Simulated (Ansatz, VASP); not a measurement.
## SnO: VASP beside Ansatz

INCAR

```
SYSTEM = SnO
ALGO = Normal
EDIFF = 1E-7
ENCUT = 520
GGA = PS
ISIF = 2
ISMEAR = 0
LASPH = .True.
LCHARG = .True.
LELF = .True.
LREAL = .False.
LVHAR = .True.
LWAVE = .False.
NBANDS = 28
NELM = 100
PREC = Accurate
SIGMA = 0.15
```

Contents of KPOINTS:

```
k-points
0
Gamma
  12 12 10
  0 0 0
```

File POSCAR:

```
SnO
1.0
    3.9616625101      0.0000000000      0.0000000000
    0.0000000000      3.9616625101      0.0000000000
    0.0000000000      0.0000000000      4.3808064037
Sn O
2 2
Direct
    0.0000000000      0.5000000000      0.2425296443
    0.5000000000      0.0000000000      0.7574703557
    0.0000000000      0.0000000000      0.0000000000
    0.5000000000      0.5000000000      0.0000000000
```

Input for Ansatz:

```yaml
crystal:
  lattice:
    - [3.9616625101, 0.0, 0.0]
    - [0.0, 3.9616625101, 0.0]
    - [0.0, 0.0, 4.3808064037]
  atoms:
    - { symbol: Sn, position: [0.0, 0.5, 0.2425296443] }
    - { symbol: Sn, position: [0.5, 0.0, 0.7574703557] }
    - { symbol: O, position: [0.0, 0.0, 0.0] }
    - { symbol: O, position: [0.5, 0.5, 0.0] }
basis:
  ecutwfc: 520.0
kpoints:
  mp_grid: { grid: [12, 12, 10] }
hamiltonian:
  xc: pbesol
scf:
  occupations: { method: gaussian, width: 0.15 }
output:
  forces: true
  stress: true
  eigenvalues: true
```

Alike in both runs: task single point; functional PBEsol; k mesh 12 × 12 × 10; occupations gaussian, width 0.15 eV; no spin polarisation.

|  | VASP | Ansatz |
| --- | --- | --- |
| version | VASP 6.6.1 | Ansatz 0.2.0 |
| potentials or method | VASP PAW PBE potentials, release 64 (Sn_d, O), cutoff 520 eV | scalar-relativistic, plane waves, PAW |
| valence electrons in the cell | 40 | 40 |

|  | VASP | Ansatz | Ansatz less VASP |
| --- | --- | --- | --- |
| gap on the k mesh at the Fermi level (eV) | 0.45 | 0.45 | -0.001 |
| least direct gap on the mesh (eV) | 1.55 | 1.57 | +0.014 |
| pressure (GPa) | -1.6 | -1.9 | -0.28 |
| traceless stress, the component that is largest in VASP (GPa) | 5.03 | 5.10 | +0.063 |
| rms of the force components (eV/Å) | 0.163 | 0.130 | -0.0337 |

VASP's potentials were made for PBE, not for PBEsol. Atom by atom the forces differ by 0.034 eV/Å (rms over components).
